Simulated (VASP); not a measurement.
# Os (P6_3/mmc) in VASP: further runs, part 2 of 2

VASP 6.6.1. The steps go on from the part before.

## (4) Single point, PBEsol (strain +0.040 along x and y, -0.080 along z)

Input file INCAR:

```
PREC = Accurate
ENCUT = 520
EDIFF = 1E-7
ISMEAR = 0
SIGMA = 0.15
LREAL = False
LASPH = True
NELM = 60
ALGO = Normal
ISIF = 2
LWAVE = False
LCHARG = True
GGA = PS
LELF = True
LVHAR = True
NBANDS = 15
```

Input file KPOINTS:

```
Automatic mesh
0
Gamma
  18 18 12
```

Input file POSCAR:

```
Os
1.0
    2.8434639745      0.0000000000      0.0000000000
   -1.4217319873      2.4625120367      0.0000000000
    0.0000000000      0.0000000000      3.9741240000
Os
2
Direct
    0.3333333333      0.6666666667      0.2500000000
    0.6666666667      0.3333333333      0.7500000000
```

Potentials or basis: VASP PAW PBE potentials, release 64 (Os).

Command:

```bash
$ cat potpaw_PBE.64/Os/POTCAR > POTCAR
$ mpirun -np 1 vasp_std > vasp.out
```

OUTCAR:

```text
PREC = Accurate
   ENCUT = 520
   EDIFF = 1E-7
   ISMEAR = 0
   LREAL = False
   LASPH = True
   NELM = 60
   ISIF = 2
   GGA = PS

 ion  position               nearest neighbor table
   1  0.333  0.667  0.250-   2 2.58   2 2.58   2 2.58   2 2.58   2 2.58   2 2.58
   2  0.667  0.333  0.750-   1 2.58   1 2.58   1 2.58   1 2.58   1 2.58   1 2.58

  LATTYP: Found a hexagonal cell.
 ALAT       =     2.8434639745
 C/A-ratio  =     1.3976347285

  Lattice vectors:

 A1 = (   2.8434639745,   0.0000000000,   0.0000000000)
 A2 = (  -1.4217319873,   2.4625120367,   0.0000000000)
 A3 = (   0.0000000000,   0.0000000000,   3.9741240000)

Analysis of symmetry for initial positions (statically):
=====================================================================
 Subroutine PRICEL returns:
 Original cell was already a primitive cell.

 Routine SETGRP: Setting up the symmetry group for a
 hexagonal supercell.

 Subroutine GETGRP returns: Found 24 space group operations
 (whereof 12 operations were pure point group operations)
 out of a pool of 24 trial point group operations.

The static configuration has the point symmetry D_3d.
[... 169 lines left out ...]
 Fermi energy:         9.4473094199

 k-point     1 :       0.0000    0.0000    0.0000
  band No.  band energies     occupation
      1      -1.6308      2.00000
      2       1.5448      2.00000
      3       6.0732      2.00000
      4       6.0732      2.00000
      5       6.7271      2.00000
      6       6.7271      2.00000
      7       7.2971      2.00000
      8       7.2971      2.00000
      9       7.9719      2.00000
     10      10.9620      0.00000
     11      11.0957      0.00000
     12      11.0957      0.00000
     13      20.0140      0.00000
     14      22.9767      0.00000
[... 401 lines left out ...]
      2       2.4497      2.00000
      3       2.9969      2.00000
      4       5.1308      2.00000
      5       5.3588      2.00000
      6       7.4621      2.00000
      7       8.2450      2.00000
      8      10.7507      0.00000
      9      11.1220      0.00000
     10      12.5562      0.00000
     11      12.8164      0.00000
     12      15.1893      0.00000
     13      18.8265      0.00000
     14      19.9880      0.00000
     15      23.1313      0.00000

 [... further k-points ...]
[... 5 lines left out ...]
  --------------------------------------------------------------------------------------
  -------------------------------------------------------------------------------------
  Total       -2.1596491     -2.1596491      9.1838700      0.0000000      0.0000000      0.0000000
  in kB     -124.3444134   -124.3444134    528.7724286      0.0000000      0.0000000      0.0000000
  external PRESSURE =      93.3612006 kB  Pullay stress =       0.0000000 kB

 VOLUME and BASIS-vectors are now :
 -----------------------------------------------------------------------------
  energy-cutoff  :      520.00
  volume of cell :       27.83
      direct lattice vectors                 reciprocal lattice vectors
     2.843463975  0.000000000  0.000000000     0.351683724  0.203044693  0.000000000
    -1.421731987  2.462512037  0.000000000     0.000000000  0.406089386  0.000000000
     0.000000000  0.000000000  3.974124000     0.000000000  0.000000000  0.251627780

 POSITION                                       TOTAL-FORCE (eV/Angst)
 -----------------------------------------------------------------------------------
     -0.00000      1.64167      0.99353        -0.000000     -0.000000      0.000000
      1.42173      0.82084      2.98059         0.000000      0.000000      0.000000
 -----------------------------------------------------------------------------------
    total drift:                               -0.000000      0.000000     -0.000000

  FREE ENERGIE OF THE ION-ELECTRON SYSTEM (eV)
  ---------------------------------------------------
  free  energy   TOTEN  =       -24.0088176026 eV

  energy  without entropy=      -23.9978043193  energy(sigma->0) =      -24.00331096
```

OSZICAR:

```text
N       E                     dE             d eps       ncg     rms          rms(c)
DAV:   1     0.101833903524E+03    0.10183E+03   -0.74545E+03  7778   0.103E+03
DAV:   2    -0.207020229342E+02   -0.12254E+03   -0.10747E+03  7861   0.328E+02
DAV:   3    -0.254456661749E+02   -0.47436E+01   -0.45755E+01 10374   0.569E+01
DAV:   4    -0.254823401074E+02   -0.36674E-01   -0.36627E-01  8540   0.510E+00
DAV:   5    -0.254825412543E+02   -0.20115E-03   -0.20113E-03 10563   0.353E-01    0.248E+01
DAV:   6    -0.243506545626E+02    0.11319E+01   -0.93766E-01  9814   0.817E+00    0.114E+01
DAV:   7    -0.240183332722E+02    0.33232E+00   -0.63461E-01  9996   0.662E+00    0.709E-01
DAV:   8    -0.240113353877E+02    0.69979E-02   -0.79742E-03  8085   0.688E-01    0.423E-01
DAV:   9    -0.240088189579E+02    0.25164E-02   -0.19626E-03  9723   0.438E-01    0.563E-02
DAV:  10    -0.240088249046E+02   -0.59467E-05   -0.51120E-05  9598   0.580E-02    0.127E-02
DAV:  11    -0.240088185763E+02    0.63283E-05   -0.17575E-06  9352   0.130E-02    0.173E-03
DAV:  12    -0.240088176352E+02    0.94116E-06   -0.94533E-08  7154   0.373E-03    0.453E-04
DAV:  13    -0.240088176026E+02    0.32514E-07   -0.10244E-08  5341   0.895E-04
   1 F= -.24008818E+02 E0= -.24003311E+02  d E =-.110133E-01
```

Run time: 62 s. Hardware: 1 thread of Oxide Virtual Turin-like, shared host; peak memory 0.19 GiB.

What came out:

- Free energy: -24.0088 eV
- Pressure: 9.3 GPa
- Band gap on the k mesh: zero (bands 8 and 9 overlap by 3.66 eV)

Caveat: the cell differs from its parent crystal (strain +0.040 along x and y, -0.080 along z); the stress differs along the axes, from -12 to 53 GPa; the PAW data sets were made with another functional, which shifts forces and pressure a little; spin-orbit coupling is left out, which moves the levels of the heavy elements.

## (5) Summary

| cell | gap on the mesh (eV) | pressure (GPa) |
| --- | --- | --- |
| a = 2.953, b = 2.953, c = 4.492 Å, angles 90.0, 90.0, 120.0°, 2 atoms | none | -52.9 |
| a = 2.953, b = 2.953, c = 4.665 Å, angles 90.0, 90.0, 120.0°, 2 atoms | none | -58.0 |
| a = 2.843, b = 2.843, c = 3.974 Å, angles 90.0, 90.0, 120.0°, 2 atoms | none | 9.3 |

Alike in all rows: task single point; level PBEsol; potentials or basis VASP PAW PBE potentials, release 64 (Os); no spin polarisation; k mesh 18 × 18 × 12; cutoff (eV) 520; smearing gaussian 0.15 eV.

Caveats: the PAW data sets were made with another functional, which shifts forces and pressure a little; spin-orbit coupling is left out, which moves the levels of the heavy elements; the stress differs along the axes, from -55 to -49 GPa (at least some runs); the cell stands under tension (at least some runs); the stress differs along the axes, from -12 to 53 GPa (at least some runs).

Total energies depend on the potentials used, so only differences within one code and one set of settings carry meaning.
